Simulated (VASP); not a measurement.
# SiMo3 (P1) in VASP: relaxation of cell and atoms with PBE

Aim: the relaxation of cell and atoms of SiMo3 with PBE.

Program: VASP 6.6.1. These are calculated values, not measurements. Logs are shortened: lines on timing, memory, paths and dates and some standing lists are left out, and cuts for length are marked.

**1. The cell of the first run**

The typed cell holds 8 atoms: a = 4.744 Å, b = 4.871 Å, c = 4.994 Å, α = 88.15°, β = 90.77°, γ = 89.20°.

**2. Relaxation of cell and atoms, PBE**

INCAR reads:

```
ALGO = Fast ; EDIFF = 1E-6
EDIFFG = -0.025 ; ENCUT = 600
GGA = PE ; IBRION = 2
ISIF = 3 ; ISMEAR = 0
LASPH = T ; LCHARG = F
LREAL = F ; LWAVE = F
NELM = 80 ; NSW = 80
PREC = Accurate ; SIGMA = 0.2
```

KPOINTS reads:

```
k-points
0
Gamma
  4 4 4
```

POSCAR reads:

```
SiMo3
1.0
    4.7439932539      0.0338036468     -0.0328306286
    0.0338036468      4.8702070056      0.0795323508
   -0.0328306286      0.0795323508      4.9933215003
Si Mo
2 6
Direct
    0.0013324119     -0.0019365207     -0.0196008980
    0.5081946192      0.5086038354      0.4928585674
    0.2428824971     -0.0117681513      0.5147620293
    0.5011856697      0.7443822354     -0.0094037142
    0.7393972188     -0.0003112604      0.5091554403
    0.4975861947      0.2641091965      0.0108772553
    1.0006700494      0.4992164893      0.7508621587
    1.0087513391      0.4977041758      0.2504891612
```

Potentials or basis: VASP PAW PBE potentials, release 64 (Si, Mo_sv).

The run is started by

```sh
cat potpaw_PBE.64/Si/POTCAR potpaw_PBE.64/Mo_sv/POTCAR > POTCAR
mpirun -np 1 vasp_std > vasp.out
```

OUTCAR:

```text
EDIFF = 1E-6
   EDIFFG = -0.025
   ENCUT = 600
   GGA = PE
   IBRION = 2
   ISIF = 3
   ISMEAR = 0
   LASPH = T
   LREAL = F
   NELM = 80
   NSW = 80
   PREC = Accurate

 ion  position               nearest neighbor table
   1  0.001  0.998  0.980-   3 2.61   5 2.65   4 2.66   7 2.66   4 2.69   6 2.71   6 2.71   7 2.72
                             8 2.75   8 2.82   3 2.89   5 2.93
   2  0.508  0.509  0.493-   3 2.64   8 2.65   5 2.65   7 2.65   8 2.68   5 2.70   6 2.72   4 2.72
                             7 2.75   4 2.77   6 2.81   3 2.85
   3  0.243  0.988  0.515-   5 2.36   5 2.39   1 2.61   2 2.64   2 2.85   4 2.87   7 2.88   1 2.89
                             8 2.97   8 2.99   7 3.01   6 3.08   6 3.10   4 3.16
   4  0.501  0.744  0.991-   6 2.34   6 2.54   1 2.66   1 2.69   2 2.72   2 2.77   3 2.87   5 2.92
                             7 2.93   7 2.93   8 2.94   8 2.94   5 3.11   3 3.16
   5  0.739  1.000  0.509-   3 2.36   3 2.39   1 2.65   2 2.65   2 2.70   4 2.92   1 2.93   7 2.94
                             6 2.97   8 3.02   7 3.02   8 3.07   6 3.08   4 3.11
   6  0.498  0.264  0.011-   4 2.34   4 2.54   1 2.71   1 2.71   2 2.72   2 2.81   8 2.86   7 2.88
                             8 2.95   7 2.96   5 2.97   5 3.08   3 3.08   3 3.10
   7  0.001  0.499  0.751-   8 2.49   8 2.50   2 2.65   1 2.66   1 2.72   2 2.75   6 2.88   3 2.88
                             4 2.93   4 2.93   5 2.94   6 2.96   3 3.01   5 3.02
   8  0.009  0.498  0.250-   7 2.49   7 2.50   2 2.65   2 2.68   1 2.75   1 2.82   6 2.86   4 2.94
                             4 2.94   6 2.95   3 2.97   3 2.99   5 3.02   5 3.07

  LATTYP: Found a triclinic cell.
 ALAT       =     6.8468127442
 B/A-ratio  =     0.6929103310
 C/A-ratio  =     1.0351646252
 COS(alpha) =     0.0001603045
 COS(beta)  =     0.5051821023
 COS(gamma) =     0.7028350781

  Lattice vectors:

 A1 = (  -4.7777969007,  -4.9040106524,  -0.0467017222)
 A2 = (  -4.7439932539,  -0.0338036468,   0.0328306286)
 A3 = (  -0.0009730182,  -4.9497393564,  -5.0728538511)

Analysis of symmetry for initial positions (statically):
=====================================================================
 Subroutine PRICEL returns:
 Original cell was already a primitive cell.

 Routine SETGRP: Setting up the symmetry group for a
 triclinic supercell.

 Subroutine GETGRP returns: Found  1 space group operations
 (whereof  1 operations were pure point group operations)
 out of a pool of  2 trial point group operations.

The static configuration has the point symmetry C_1 .

Analysis of symmetry for dynamics (positions and initial velocities):
=====================================================================
 Subroutine PRICEL returns:
 Original cell was already a primitive cell.

 Routine SETGRP: Setting up the symmetry group for a
 triclinic supercell.

 Subroutine GETGRP returns: Found  1 space group operations
 (whereof  1 operations were pure point group operations)
 out of a pool of  2 trial point group operations.

The dynamic configuration has the point symmetry C_1 .

 Subroutine INISYM returns: Found  1 space group operations
 (whereof  1 operations are pure point group operations),
 and found     1 'primitive' translations

----------------------------------------------------------------------------------------

                                     Primitive cell

  volume of cell :     115.3257

  direct lattice vectors                    reciprocal lattice vectors
     4.743993254  0.033803647 -0.032830629     0.210813226 -0.001486256  0.001409750
     0.033803647  4.870207006  0.079532351    -0.001486256  0.205393981 -0.003281235
    -0.032830629  0.079532351  4.993321500     0.001409750 -0.003281235  0.200329029

  length of vectors
     4.744227285  4.870973656  4.994062760     0.210823179  0.205425565  0.200360859

  position of ions in fractional coordinates (direct lattice)
     0.001332412  0.998063479  0.980399102
     0.508194619  0.508603835  0.492858567
     0.242882497  0.988231849  0.514762029
     0.501185670  0.744382235  0.990596286
     0.739397219  0.999688740  0.509155440
     0.497586195  0.264109197  0.010877255
     0.000670049  0.499216489  0.750862159
     0.008751339  0.497704176  0.250489161

[... 34 lines left out ...]

 Found     36 irreducible k-points:

 Following reciprocal coordinates:
            Coordinates               Weight
  0.000000  0.000000  0.000000      1.000000
  0.250000  0.000000 -0.000000      2.000000
  0.500000  0.000000 -0.000000      1.000000
 -0.000000  0.250000  0.000000      2.000000
  0.250000  0.250000  0.000000      2.000000
  0.500000  0.250000  0.000000      2.000000
[... 16 lines left out ...]
  0.000000 -0.250000  0.250000      2.000000
  0.250000 -0.250000  0.250000      2.000000
 [... further k-points ...]
   k-points           NKPTS =     36   k-points in BZ     NKDIM =     36   number of bands    NBANDS=     55
   number of dos      NEDOS =    301   number of ions     NIONS =      8
   total plane-waves  NPLWV =  64000
   dimension x,y,z NGX =    40 NGY =   40 NGZ =   40
   dimension x,y,z NGXF=    80 NGYF=   80 NGZF=   80
   ions per type =               2   6
   NGX,Y,Z   is equivalent  to a cutoff of  14.02, 13.65, 13.32 a.u.
   NGXF,Y,Z  is equivalent  to a cutoff of  28.03, 27.30, 26.63 a.u.
 SYSTEM =  unknown system
   PREC   = accura    normal or accurate (medium, high low for compatibility)
   ISTART =      0    job   : 0-new  1-cont  2-samecut
   ICHARG =      2    charge: 1-file 2-atom 10-const
   ISPIN  =      1    spin polarized calculation?
   LNONCOLLINEAR =      F non collinear calculations
   LSORBIT =      F    spin-orbit coupling
   LASPH  =      T    aspherical Exc in radial PAW
   ENCUT  =  600.0 eV  44.10 Ry    6.64 a.u.   9.48  9.73  9.97*2*pi/ulx,y,z
   NELM   =     80;   NELMIN=  2; NELMDL= -5     # of ELM steps
   EDIFF  = 0.1E-05   stopping-criterion for ELM
   LREAL  =      F    real-space projection
   EDIFFG = -.3E-01   stopping-criterion for IOM
   NSW    =     80    number of steps for IOM
   IBRION =      2    ionic relax: 0-MD 1-quasi-New 2-CG
   NFREE  =      1    steps in history (QN), initial steepest desc. (CG)
   ISIF   =      3    stress and relaxation
   ISYM   =      2    0-nonsym 1-usesym 2-fastsym
   POTIM  = 0.5000    time-step for ionic-motion
   TEBEG  =    0.0;   TEEND  =   0.0 temperature during run
   PSTRESS=    0.0 pullay stress
   NELECT =      92.0000    total number of electrons
   NUPDOWN=      -1.0000    fix difference up-down
   EMIN   =  10.00;   EMAX   =-10.00  energy-range for DOS
   EFERMI =   0.00;   METHOD = LEGACY
   ISMEAR =     0;   SIGMA  =   0.20  broadening in eV -4-tet -1-fermi 0-gaus
   EFERMI_NEDOS =   21; number of points for ismear=-14 and -15
   IALGO  =     68    algorithm
   IMIX   =      4    mixing-type and parameters
     AMIX     =   0.40;   BMIX     =  1.00
     AMIX_MAG =   1.60;   BMIX_MAG =  1.00
  volume/ion in A,a.u.               =      14.42        97.28
  Fermi-wavevector in a.u.,A,eV,Ry     =   1.518316  2.869201 31.365271  2.305282
  Thomas-Fermi vector in A             =   2.627453
   LORBIT       =      0    0 simple, 1 ext, 2 COOP (PROOUT), +10 PAW based schemes
   GGA     = PE    functional components
   LHFCALC =     F    Hartree Fock is set to
   AEXX    =    0.0000 exact exchange contribution
   IVDW    =     0    specifies the selected vdW correction
   LEPSILON=     F    determine dielectric tensor
   LRPA    =     F    only Hartree local field effects (RPA)
 conjugate gradient relaxation of ions
 non-spin polarized calculation
 RMM-DIIS sequential band-by-band and
 Gauss-broadening in eV      SIGMA  =   0.20
  energy-cutoff  :      600.00
  volume of cell :      115.33
 maximum number of plane-waves:      3865
 NGX is ok and might be reduce to    40
   NGX = 19   NGY = 19   NGZ = 19

--------------------------------------- Ionic step        1  -------------------------------------------

 number of electron      92.0000003 magnetization

 Free energy of the ion-electron system (eV)
  ---------------------------------------------------
  ext. energy  EPLUGINS =         0.00000000
  ---------------------------------------------------
  free energy    TOTEN  =       -78.31053038 eV

  energy without entropy =      -78.22076753  energy(sigma->0) =      -78.26564895

------------------------ aborting loop because EDIFF is reached ----------------------------------------

  FORCE on cell =-STRESS in cart. coord.  units (eV):
  Direction    XX          YY          ZZ          XY          YZ          ZX
  --------------------------------------------------------------------------------------
  -------------------------------------------------------------------------------------
  Total       13.6385958      6.4088146      0.6819912     -1.1561702     -2.6806723      0.9631042
  in kB      189.4759628     89.0352894      9.4746518    -16.0622448    -37.2415881     13.3800504
  external PRESSURE =      95.9953013 kB  Pullay stress =       0.0000000 kB
[... 107 lines left out ...]
  FREE ENERGIE OF THE ION-ELECTRON SYSTEM (eV)
  ---------------------------------------------------
  free  energy   TOTEN  =       -78.7150742650 eV

  energy  without entropy=      -78.6173792674  energy(sigma->0) =      -78.66622677

[... ionic steps 4 to 11 ...]

--------------------------------------- Ionic step       12  -------------------------------------------

 number of electron      91.9999982 magnetization

------------------------ aborting loop because EDIFF is reached ----------------------------------------
[... 79 lines left out ...]
--------------------------------------- Ionic step       14  -------------------------------------------

 number of electron      91.9999982 magnetization

 Free energy of the ion-electron system (eV)
  ---------------------------------------------------
  ext. energy  EPLUGINS =         0.00000000
  ---------------------------------------------------
  free energy    TOTEN  =       -78.91955990 eV

  energy without entropy =      -78.82383037  energy(sigma->0) =      -78.87169513

 E-fermi :  12.4835     XC(G=0): -13.0270

 val. band max:       12.4046051359   @ k =   0.5000   0.5000   0.0000
 cond. band min:      12.5179854667   @ k =   0.5000   0.2500   0.0000
 fundamental gap:      0.1133803308
 Fermi energy:        12.4834624598

 k-point     1 :       0.0000    0.0000    0.0000
  band No.  band energies     occupation
      1     -48.7581      2.00000
      2     -48.6505      2.00000
      3     -48.6503      2.00000
      4     -48.3385      2.00000
      5     -48.3383      2.00000
      6     -48.3381      2.00000
[... 1381 lines left out ...]
     54      14.5643      0.00000
     55      14.5645      0.00000

 [... further k-points ...]

------------------------ aborting loop because EDIFF is reached ----------------------------------------

  FORCE on cell =-STRESS in cart. coord.  units (eV):
  Direction    XX          YY          ZZ          XY          YZ          ZX
  --------------------------------------------------------------------------------------
  -------------------------------------------------------------------------------------
  Total       -0.0985290     -0.1221242     -0.1381077      0.0005818     -0.0045890      0.0037095
  in kB       -1.3293469     -1.6476920     -1.8633397      0.0078490     -0.0619150      0.0500479
  external PRESSURE =      -1.6134595 kB  Pullay stress =       0.0000000 kB
[... 23 lines left out ...]
  FREE ENERGIE OF THE ION-ELECTRON SYSTEM (eV)
  ---------------------------------------------------
  free  energy   TOTEN  =       -78.9195598977 eV

  energy  without entropy=      -78.8238303668  energy(sigma->0) =      -78.87169513

 reached required accuracy - stopping structural energy minimisation
```

Wall time 36 min (1 thread of Intel Xeon Platinum 8124M at 3.00GHz (Skylake/Cascade Lake), shared host); peak memory 0.39 GiB.

Results:

* Free energy: -78.9196 eV
* Relaxed volume: 14.84 Å³/atom
* Relaxed cell: a = 4.915 Å, b = 4.915 Å, c = 4.916 Å, α = 90.00°, β = 90.00°, γ = 90.00°
* Space group after relaxing (to 0.1 Å): Pm-3n (No. 223)
* Energy gained by relaxing: 76.1 meV/atom
* Ionic steps: 14
* Pressure after relaxing: -0.2 GPa
* Largest force after relaxing: 0.011 eV/Å
* Band gap on the k mesh: zero (bands 46 and 47 overlap by 2.40 eV)

Forces in eV/Å, atoms in the order of the input:
```
Si   0.000  0.004  0.003
Si  -0.003 -0.002 -0.006
Mo   0.005 -0.003 -0.004
Mo   0.002 -0.002  0.001
Mo   0.002  0.005 -0.002
Mo  -0.004  0.001  0.011
Mo  -0.005 -0.006 -0.003
Mo   0.002  0.004  0.001
```

The path:
| step | energy change (eV) | largest force (eV/Å) | pressure (GPa) | volume (Å³) |
| --- | --- | --- | --- | --- |
| 1 | 0.0000 | 1.7609 | 9.60 | 115.33 |
| 2 | 0.1969 | 0.5462 | -18.37 | 130.13 |
| 3 | -0.4045 | 0.8502 | -5.25 | 121.63 |
| 4 | -0.5307 | 0.5871 | 2.69 | 117.54 |
| 5 | -0.5591 | 0.4609 | 0.06 | 118.73 |
| 6 | -0.5980 | 0.2014 | 0.68 | 118.37 |
| 7 | -0.6000 | 0.1761 | 0.88 | 118.27 |
| 8 | -0.6034 | 0.1078 | -1.57 | 119.42 |
| 9 | -0.6049 | 0.1283 | -0.67 | 119.01 |
| 10 | -0.6082 | 0.0566 | 0.06 | 118.65 |
| 11 | -0.6082 | 0.0581 | 0.02 | 118.67 |
| 12 | -0.6088 | 0.0325 | 0.05 | 118.65 |
| 13 | -0.6089 | 0.0259 | 0.08 | 118.64 |
| 14 | -0.6090 | 0.0112 | -0.16 | 118.75 |

Final structure:
```
Si Mo
1.0
     4.91488   -0.00022    0.00030
     0.00013    4.91526   -0.00007
    -0.00048    0.00049    4.91560
Si Mo
2 6
Direct
  0.00000 0.99992 0.99997
  0.50009 0.50003 0.50007
  0.24987 0.00008 0.50002
  0.49997 0.75004 0.00002
  0.74990 0.99992 0.50001
  0.50008 0.25001 0.99983
  0.00010 0.50009 0.75005
  0.00000 0.49991 0.25002
```

PBE usually gives volumes a little too large and moduli too small. Zero-point motion and thermal expansion aren't in these numbers.
